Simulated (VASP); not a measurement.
Set up this calculation in VASP 6.6.1, as the native input.

```
Task                    : single point
Functional              : LDA
Potentials or basis     : VASP PAW LDA potentials, release 64 (Sr_sv, Sn_d, N, O)
Cutoff                  : 520 eV
k mesh                  : 4 × 4 × 4
Occupations             : gaussian, width 0.05 eV
Spin                    : no spin polarisation
Dipole correction       : no
k mesh for the DOS      : 6 × 6 × 6
Occupations for the DOS : tetrahedron
Further INCAR settings  : ALGO = Normal; EDIFF = 1e-06
```

Sr6Sn2NO:

```
Sr Sn N O
1.0
     0.00000    5.21798    5.21798
     5.21798    0.00000    5.21798
     5.21798    5.21798    0.00000
Sr Sn N O
6 2 1 1
Cartesian
  7.8482 5.2180 5.2180
  5.2180 2.5877 5.2180
  5.2180 7.8482 5.2180
  5.2180 5.2180 7.8482
  5.2180 5.2180 2.5877
  2.5877 5.2180 5.2180
  2.6090 2.6090 2.6090
  7.8270 7.8270 7.8270
  0.0000 0.0000 0.0000
  5.2180 5.2180 5.2180
```

These files were run (other wordings do the same):

POSCAR

```
Sr6Sn2NO
1.0
    0.0000000000      5.2179800000      5.2179800000
    5.2179800000      0.0000000000      5.2179800000
    5.2179800000      5.2179800000      0.0000000000
Sr Sn N O
6 2 1 1
Direct
    0.2479640000      0.7520360000      0.7520360000
    0.2479640000      0.7520360000      0.2479640000
    0.7520360000      0.2479640000      0.7520360000
    0.7520360000      0.7520360000      0.2479640000
    0.2479640000      0.2479640000      0.7520360000
    0.7520360000      0.2479640000      0.2479640000
    0.2500000000      0.2500000000      0.2500000000
    0.7500000000      0.7500000000      0.7500000000
    0.0000000000      0.0000000000      0.0000000000
    0.5000000000      0.5000000000      0.5000000000
```

INCAR.step1

```
SYSTEM = Sr6Sn2NO
PREC = Accurate ; ENCUT = 520
EDIFF = 1E-6 ; ISMEAR = 0
SIGMA = 0.05 ; LREAL = .FALSE.
LASPH = .TRUE. ; NELM = 100
ALGO = Normal ; ISIF = 2
LWAVE = .FALSE. ; LCHARG = .TRUE.
NBANDS = 60
```

KPOINTS.step1

```
Automatic mesh
0
G
  4 4 4
  0 0 0
```

INCAR.step2

```
SYSTEM = Sr6Sn2NO
PREC = Accurate ; ENCUT = 520
EDIFF = 1E-6 ; ISMEAR = -5
SIGMA = 0.05 ; LREAL = .FALSE.
LASPH = .TRUE. ; NELM = 100
ALGO = Normal ; ISIF = 2
LWAVE = .FALSE. ; LCHARG = .FALSE.
LORBIT = 11 ; NEDOS = 2001
ICHARG = 11
```

KPOINTS.step2

```
Automatic mesh
0
G
  6 6 6
  0 0 0
```

Potentials or basis: VASP PAW LDA potentials, release 64 (Sr_sv, Sn_d, N, O).

Launch:

```sh
$ cat potpaw_LDA.64/Sr_sv/POTCAR potpaw_LDA.64/Sn_d/POTCAR potpaw_LDA.64/N/POTCAR potpaw_LDA.64/O/POTCAR > POTCAR
$ cp INCAR.step1 INCAR
$ cp KPOINTS.step1 KPOINTS
$ mpirun -np 1 vasp_std > vasp.out
$ cp INCAR.step2 INCAR
$ cp KPOINTS.step2 KPOINTS
$ mpirun -np 1 vasp_std > vasp.out
```

It gave:

```json
{
  "Valence electrons inside the program's atomic spheres": "Sr 8.03; Sn 12.29; N 3.54; O 4.91"
}
```

Caveat: an odd number of electrons without spin polarisation forces a metal; a magnetic or distorted state may lie lower.

It took 15 min on 1 thread of Intel Xeon 8259CL, on a shared host, peak memory 0.45 GiB.
